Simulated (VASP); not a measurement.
Set up this calculation in VASP 6.6.1, as the native input.

```
Task                   : single point
Functional             : LDA
Potentials or basis    : VASP PAW LDA potentials, release 64 (Sb, Rh_pv)
Cutoff                 : 520 eV
k mesh                 : 6 × 6 × 6
Occupations            : fermi-dirac, width 0.2 eV
Spin                   : no spin polarisation
Dipole correction      : no
Further INCAR settings : ALGO = Normal; EDIFF = 1e-06; NBANDS = 33
```

The structure of SbRh3 lies in POSCAR:

```
SbRh3
1.0
    3.9288484900      0.0000000000      0.0000000000
    0.0000000000      3.9288484900      0.0000000000
    0.0000000000      0.0000000000      3.9288484900
Sb Rh
1 3
Direct
    0.0000000000      0.0000000000      0.0000000000
    0.5000000000      0.5000000000      0.0000000000
    0.5000000000      0.0000000000      0.5000000000
    0.0000000000      0.5000000000      0.5000000000
```

These files were run (other wordings do the same):

INCAR

```
SYSTEM = SbRh3
ALGO = Normal
EDIFF = 1E-6
ENCUT = 520
GGA = CA
ISIF = 2
ISMEAR = -1
LASPH = .TRUE.
LCHARG = .FALSE.
LREAL = .FALSE.
LWAVE = .FALSE.
NBANDS = 33
NELM = 100
PREC = Accurate
SIGMA = 0.2
```

KPOINTS

```
k-points
0
G
  6 6 6
  0 0 0
```

Potentials or basis: VASP PAW LDA potentials, release 64 (Sb, Rh_pv).

The run is started by

```bash
$ cat potpaw_LDA.64/Sb/POTCAR potpaw_LDA.64/Rh_pv/POTCAR > POTCAR
$ mpirun -np 1 vasp_std > vasp.out
```

Results of the run:

| Quantity | Value |
| --- | --- |
| Pressure | -7.5 GPa |
| Band gap on the k mesh | zero (band 25 reaches 12.41 eV, above the bottom of band 26 at 11.02 eV) |

Caveat: spin-orbit coupling is left out, which moves the levels of the heavy elements.

Run time: 25 s on 1 thread of Intel(R) Xeon(R) Platinum 8375C CPU @ 2.90GHz (Ice Lake) (shared host), peak memory 0.17 GiB.
